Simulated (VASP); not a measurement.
TiTe2, 3 atoms in the cell. Symmetry: P-3m1, No. 164, trigonal system. Conventional cell: a = 3.777 Å, b = 3.777 Å, c = 6.498 Å, α = 90.00°, β = 90.00°, γ = 120.00°. Te (site symmetry 3m) has 3 Ti at 2.77 Å and 9 Te at 3.78 Å within 3.8 Å. Ti (site symmetry -3m) has 6 Te at 2.77 Å and 6 Ti at 3.78 Å within 3.8 Å. 

```yaml
Program: VASP 6.6.1
Task: single point
Functional: HSE06
Potentials_or_basis: VASP PAW PBE potentials, release 64 (Te, Ti_sv)
Cutoff: 520 eV
k_mesh: 5 × 5 × 3
Occupations: fermi-dirac, width 0.05 eV
Spin: no spin polarisation
Dipole_correction: no
Grid_for_exact_exchange_PRECFOCK: Normal
Further_INCAR_settings: ALGO = Normal; EDIFF = 1e-06; NBANDS = 19
Share_of_exact_exchange: 0.25
Screening_parameter: 0.2079 1/Å
```

Potentials or basis: VASP PAW PBE potentials, release 64 (Te, Ti_sv).

Run with:

```bash
$ cat potpaw_PBE.64/Te/POTCAR potpaw_PBE.64/Ti_sv/POTCAR > POTCAR
$ cp INCAR.step1 INCAR
$ mpirun -np 1 vasp_std > vasp.out
$ cp INCAR.step2 INCAR
$ mpirun -np 1 vasp_std > vasp.out
```

Hardware: 1 thread of Intel(R) Xeon(R) Platinum 8259CL CPU @ 2.50GHz (Skylake/Cascade Lake), on a shared host.

Estimate the wall time of this run.

Run time: 52 min on 1 thread of Intel(R) Xeon(R) Platinum 8259CL CPU @ 2.50GHz (Skylake/Cascade Lake), on a shared host, peak memory 0.33 GiB. Counts: k points 12.
